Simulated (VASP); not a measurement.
Input of a VASP 6.6.1 run:

The input INCAR:

```
PREC = Accurate ; ENCUT = 520
EDIFF = 1E-6 ; ISMEAR = 0
SIGMA = 0.01 ; LREAL = Auto
LASPH = True ; NELM = 60
ALGO = Normal ; ISIF = 2
LWAVE = False ; LCHARG = False
GGA = PE ; NBANDS = 102
```

File KPOINTS:

```
Automatic mesh
0
Gamma
  2 2 2
  0.5 0.5 0.5
```

The input POSCAR:

```
LiBr
1.0
    5.5088933364     -5.5088933364     -5.5088933364
   -5.5088933364     -5.5088933364      5.5088933364
   -5.5088933364      5.5088933364     -5.5088933364
Li Br
16 16
Direct
    0.2500000000      0.2500000000      0.5000000000
    0.2500000000      0.5000000000      0.2500000000
    0.2500000000      0.7500000000      0.0000000000
    0.0000000000      0.2500000000      0.7500000000
    0.2500000000      0.0000000000      0.7500000000
    0.0000000000      0.5000000000      0.5000000000
    0.0000000000      0.7500000000      0.2500000000
    0.7500000000      0.2500000000      0.0000000000
    1.0000000000      1.0000000000      1.0000000000
    0.7500000000      0.5000000000      0.7500000000
    0.7500000000      0.7500000000      0.5000000000
    0.5000000000      0.2500000000      0.2500000000
    0.7500000000      0.0000000000      0.2500000000
    0.5000000000      0.5000000000      0.0000000000
    0.5000000000      0.7500000000      0.7500000000
    0.5000000000      0.0000000000      0.5000000000
    0.2500000000      0.5000000000      0.7500000000
    0.2500000000      0.7500000000      0.5000000000
    0.2500000000      0.0000000000      0.2500000000
    0.0000000000      0.5000000000      0.0000000000
    0.2500000000      0.2500000000      0.0000000000
    0.0000000000      0.7500000000      0.7500000000
    0.0000000000      0.0000000000      0.5000000000
    0.7500000000      0.5000000000      0.2500000000
    0.0000000000      0.2500000000      0.2500000000
    0.7500000000      0.7500000000      0.0000000000
    0.7500000000      0.0000000000      0.7500000000
    0.5000000000      0.5000000000      0.5000000000
    0.7500000000      0.2500000000      0.5000000000
    0.5000000000      0.7500000000      0.2500000000
    0.5000000000      0.0000000000      0.0000000000
    0.5000000000      0.2500000000      0.7500000000
```

Potentials or basis: VASP PAW PBE potentials, release 64 (Li_sv, Br).

The run is started by

```console
$ cat potpaw_PBE.64/Li_sv/POTCAR potpaw_PBE.64/Br/POTCAR > POTCAR
$ mpirun -np 1 vasp_std > vasp.out
```

(1) Predict the band gap on the k mesh.

Answers

(1) 5.86 eV.

Caveat: a shifted mesh leaves out Γ, where band edges can lie.
